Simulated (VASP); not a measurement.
# Cl (Cmce) in VASP: further runs

Runs on Cl. Level: LDA. Tasks: single point.

All numbers are computed with VASP 6.6.1; they aren't measurements. Logs are shortened: lines on timing, memory, paths and dates and some standing lists are left out, and cuts for length are marked.

### 1 The cell of the first run

The structure is orthorhombic, space group Cmce (No. 64). The conventional cell has a = 6.248 Å, b = 4.470 Å, c = 8.155 Å, α = 90.00°, β = 90.00°, γ = 90.00°. Cl (site symmetry m) has 1 Cl at 2.00 Å within 2.7 Å.

### 2 Single point, LDA (volume scaled by 0.98)

INCAR reads:

```
SYSTEM = Cl
ALGO     = Normal         ! electronic algorithm
EDIFF    = 1E-6           ! SCF threshold, eV
ENCUT    = 520            ! plane-wave cutoff, eV
GGA      = CA             ! functional
ISIF     = 2              ! what is computed and relaxed
ISMEAR   = -1             ! smearing method
LASPH    = .TRUE.         ! aspherical terms in the spheres
LCHARG   = .TRUE.         ! write CHGCAR
LELF     = .TRUE.         ! ELF
LREAL    = .FALSE.        ! projectors in reciprocal space
LVHAR    = .TRUE.       
LWAVE    = .FALSE.        ! write WAVECAR
NBANDS   = 22             ! bands
NELM     = 80             ! most SCF steps
PREC     = Accurate       ! precision mode
SIGMA    = 0.05           ! smearing width, eV
```

KPOINTS reads:

```
k-points
0
G
  7 7 4
  0 0 0
```

POSCAR reads:

```
Cl
1.0
    3.1238919815     -2.2348988739      0.0000000000
    3.1238919815      2.2348988739      0.0000000000
    0.0000000000      0.0000000000      8.1548976686
Cl
4
Direct
    0.3700000000      0.6300000000      0.4000000000
    0.1300000000      0.8700000000      0.9000000000
    0.6300000000      0.3700000000      0.6000000000
    0.8700000000      0.1300000000      0.1000000000
```

Potentials or basis: VASP PAW LDA potentials, release 64 (Cl).

Started as:

```
$ cat potpaw_LDA.64/Cl/POTCAR > POTCAR
$ mpirun -np 1 vasp_std > vasp.out
```

OUTCAR:

```text
SYSTEM = Cl
   EDIFF = 1E-6
   ENCUT = 520
   GGA = CA
   ISIF = 2
   ISMEAR = -1
   LASPH = .TRUE.
   LREAL = .FALSE.
   NELM = 80
   PREC = Accurate

 ion  position               nearest neighbor table
   1  0.370  0.630  0.400-   3 2.00
   2  0.130  0.870  0.900-   4 2.00
   3  0.630  0.370  0.600-   1 2.00
   4  0.870  0.130  0.100-   2 2.00

  LATTYP: Found a base centered orthorhombic cell.
 ALAT       =     4.4697977478
 B/A-ratio  =     1.3977777778
 C/A-ratio  =     1.8244444444

  Lattice vectors:

 A1 = (  -3.1238919815,  -2.2348988739,   0.0000000000)
 A2 = (   3.1238919815,  -2.2348988739,   0.0000000000)
 A3 = (   0.0000000000,   0.0000000000,   8.1548976686)

Analysis of symmetry for initial positions (statically):
=====================================================================
 Subroutine PRICEL returns:
 Original cell was already a primitive cell.

 Routine SETGRP: Setting up the symmetry group for a
 base centered orthorhombic supercell.

 Subroutine GETGRP returns: Found  8 space group operations
 (whereof  4 operations were pure point group operations)
 out of a pool of  8 trial point group operations.

The static configuration has the point symmetry C_2h.
 The point group associated with its full space group is D_2h.

Analysis of symmetry for dynamics (positions and initial velocities):
=====================================================================
 Subroutine PRICEL returns:
 Original cell was already a primitive cell.

 Routine SETGRP: Setting up the symmetry group for a
 base centered orthorhombic supercell.

 Subroutine GETGRP returns: Found  8 space group operations
 (whereof  4 operations were pure point group operations)
 out of a pool of  8 trial point group operations.

The dynamic configuration has the point symmetry C_2h.
 The point group associated with its full space group is D_2h.

 Subroutine INISYM returns: Found  8 space group operations
 (whereof  4 operations are pure point group operations),
 and found     1 'primitive' translations

----------------------------------------------------------------------------------------

                                     Primitive cell

  volume of cell :     113.8682

  direct lattice vectors                    reciprocal lattice vectors
     3.123891981 -2.234898874  0.000000000     0.160056751 -0.223723769  0.000000000
     3.123891981  2.234898874  0.000000000     0.160056751  0.223723769  0.000000000
     0.000000000  0.000000000  8.154897669     0.000000000  0.000000000  0.122625696
[... 88 lines left out ...]
   EDIFF  = 0.1E-05   stopping-criterion for ELM
   LREAL  =      F    real-space projection
   EDIFFG = 0.1E-04   stopping-criterion for IOM
   NSW    =      0    number of steps for IOM
   IBRION =     -1    ionic relax: 0-MD 1-quasi-New 2-CG
   NFREE  =      0    steps in history (QN), initial steepest desc. (CG)
   ISIF   =      2    stress and relaxation
   ISYM   =      2    0-nonsym 1-usesym 2-fastsym
   POTIM  = 0.5000    time-step for ionic-motion
   TEBEG  =    0.0;   TEEND  =   0.0 temperature during run
   PSTRESS=    0.0 pullay stress
   NELECT =      28.0000    total number of electrons
   NUPDOWN=      -1.0000    fix difference up-down
   EMIN   =  10.00;   EMAX   =-10.00  energy-range for DOS
   EFERMI =   0.00;   METHOD = LEGACY
   ISMEAR =    -1;   SIGMA  =   0.05  broadening in eV -4-tet -1-fermi 0-gaus
   EFERMI_NEDOS =   21; number of points for ismear=-14 and -15
   IALGO  =     38    algorithm
   IMIX   =      4    mixing-type and parameters
     AMIX     =   0.40;   BMIX     =  1.00
     AMIX_MAG =   1.60;   BMIX_MAG =  1.00
  volume/ion in A,a.u.               =      28.47       192.11
  Fermi-wavevector in a.u.,A,eV,Ry     =   1.025636  1.938172 14.312374  1.051930
  Thomas-Fermi vector in A             =   2.159487
   LORBIT       =      0    0 simple, 1 ext, 2 COOP (PROOUT), +10 PAW based schemes
   GGA     = CA    functional components
   LHFCALC =     F    Hartree Fock is set to
   AEXX    =    0.0000 exact exchange contribution
   IVDW    =     0    specifies the selected vdW correction
   LEPSILON=     F    determine dielectric tensor
   LRPA    =     F    only Hartree local field effects (RPA)
 non-spin polarized calculation
  energy-cutoff  :      520.00
  volume of cell :      113.87
 maximum number of plane-waves:      3102
 NGX is ok and might be reduce to    30
   NGX = 15   NGY = 15   NGZ = 31

 number of electron      28.0000003 magnetization

 Free energy of the ion-electron system (eV)
  ---------------------------------------------------
  ext. energy  EPLUGINS =         0.00000000
  ---------------------------------------------------
  free energy    TOTEN  =        -8.83944496 eV

  energy without entropy =       -8.83944496  energy(sigma->0) =       -8.83944496

 E-fermi :   0.5463     XC(G=0):  -8.3810

 val. band max:       -0.6136455814   @ k =  -0.4286   0.4286   0.0000
 cond. band min:       1.8206921120   @ k =   0.1429   0.0000   0.0000
 fundamental gap:      2.4343376934
 Fermi energy:         0.5462735495

 k-point     1 :       0.0000    0.0000    0.0000
  band No.  band energies     occupation
      1     -17.2965      2.00000
      2     -17.0805      2.00000
      3     -13.1567      2.00000
      4     -12.5576      2.00000
      5      -6.0682      2.00000
      6      -5.1798      2.00000
[... 589 lines left out ...]
     21       9.5604      0.00000
     22       9.8748      0.00000

 [... further k-points ...]

------------------------ aborting loop because EDIFF is reached ----------------------------------------

  FORCE on cell =-STRESS in cart. coord.  units (eV):
  Direction    XX          YY          ZZ          XY          YZ          ZX
  --------------------------------------------------------------------------------------
  -------------------------------------------------------------------------------------
  Total       -0.8796276     -1.8357499     -2.0831863      0.0000000     -0.0000000      0.0000000
  in kB      -12.3767614    -25.8298387    -29.3113822      0.0000000     -0.0000000      0.0000000
  external PRESSURE =     -22.5059941 kB  Pullay stress =       0.0000000 kB

 VOLUME and BASIS-vectors are now :
 -----------------------------------------------------------------------------
  energy-cutoff  :      520.00
  volume of cell :      113.87
      direct lattice vectors                 reciprocal lattice vectors
     3.123891981 -2.234898874  0.000000000     0.160056751 -0.223723769  0.000000000
     3.123891981  2.234898874  0.000000000     0.160056751  0.223723769  0.000000000
     0.000000000  0.000000000  8.154897669     0.000000000  0.000000000  0.122625696

 POSITION                                       TOTAL-FORCE (eV/Angst)
 -----------------------------------------------------------------------------------
      3.12389      0.58107      3.26196         0.000000     -0.123076     -0.003723
      3.12389      1.65383      7.33941         0.000000      0.123076     -0.003723
      3.12389     -0.58107      4.89294         0.000000      0.123076      0.003723
      3.12389     -1.65383      0.81549         0.000000     -0.123076      0.003723
 -----------------------------------------------------------------------------------
    total drift:                                0.000000     -0.000000     -0.000000

  FREE ENERGIE OF THE ION-ELECTRON SYSTEM (eV)
  ---------------------------------------------------
  free  energy   TOTEN  =        -8.8394449573 eV

  energy  without entropy=       -8.8394449573  energy(sigma->0) =       -8.83944496
```

Run time: 43 s. Hardware: 1 thread of Intel Xeon 6975P-C (Granite Rapids), shared host; peak memory 0.23 GiB.

What came out:

```yaml
Free_energy: -8.8394 eV
Pressure: -2.3 GPa
Largest_force: 0.123 eV/Å
Band_gap_on_the_k_mesh: 2.43 eV, indirect (least direct gap 2.49 eV)
```

Forces on the atoms (eV/Å):
```
Cl   0.000 -0.123 -0.004
Cl   0.000  0.123 -0.004
Cl   0.000  0.123  0.004
Cl   0.000 -0.123  0.004
```

Levels at points of the mesh, in eV from the valence-band top:
| k point | band 11 | band 12 | band 13 | band 14 | band 15 | band 16 | band 17 | band 18 |
| --- | --- | --- | --- | --- | --- | --- | --- | --- |
| (0.00, 0.00, 0.00) | -0.77 | -0.44 | -0.16 | -0.05 | 2.44 | 3.06 | 6.46 | 7.12 |
| (0.00, 0.00, 0.50) | -0.71 | -0.71 | -0.11 | -0.11 | 2.63 | 2.63 | 7.07 | 7.07 |

### 3 Single point, LDA (volume scaled by 1.02)

INCAR reads:

```
ALGO = Normal ; EDIFF = 1E-6
ENCUT = 520 ; GGA = CA
ISIF = 2 ; ISMEAR = -1
LASPH = True ; LCHARG = False
LREAL = False ; LWAVE = False
NBANDS = 22 ; NELM = 80
PREC = Accurate ; SIGMA = 0.05
```

KPOINTS reads:

```
k-points
0
Gamma
  7 7 4
```

POSCAR reads:

```
Cl
1.0
    3.1658284216     -2.2649010965      0.0000000000
    3.1658284216      2.2649010965      0.0000000000
    0.0000000000      0.0000000000      8.2643724455
Cl
4
Direct
    0.3700000000      0.6300000000      0.4000000000
    0.1300000000      0.8700000000      0.9000000000
    0.6300000000      0.3700000000      0.6000000000
    0.8700000000      0.1300000000      0.1000000000
```

Potentials or basis: VASP PAW LDA potentials, release 64 (Cl).

Started as:

```
$ cat potpaw_LDA.64/Cl/POTCAR > POTCAR
$ mpirun -np 1 vasp_std > vasp.out
```

It took 43 s on 1 thread of Intel Xeon 6975P-C (Granite Rapids), shared host; peak memory 0.23 GiB.

It converged, with:

```
Free energy            : -8.7630 eV
Pressure               : -3.1 GPa
Largest force          : 0.524 eV/Å
Band gap on the k mesh : 2.29 eV, indirect (least direct gap 2.35 eV)
```

Forces in eV/Å, atoms in the order of the input:
```
Cl   0.000 -0.383  0.357
Cl   0.000  0.383  0.357
Cl   0.000  0.383 -0.357
Cl   0.000 -0.383 -0.357
```

Stress tensor (GPa, compression positive):
```
-1.28  0.00  0.00
 0.00 -3.44  0.00
 0.00  0.00 -4.62
```

Levels at points of the mesh, in eV from the valence-band top:
```csv
k point,band 10,band 11,band 12,band 13,band 14,band 15,band 16,band 17,band 18,band 19
"(0.00, 0.00, 0.00)",-2.10,-0.71,-0.41,-0.15,-0.05,2.30,2.89,6.41,7.18,8.55
"(0.00, 0.00, 0.50)",-2.10,-0.65,-0.65,-0.10,-0.10,2.50,2.50,7.03,7.03,9.29
```

 A k mesh can miss the band edges.
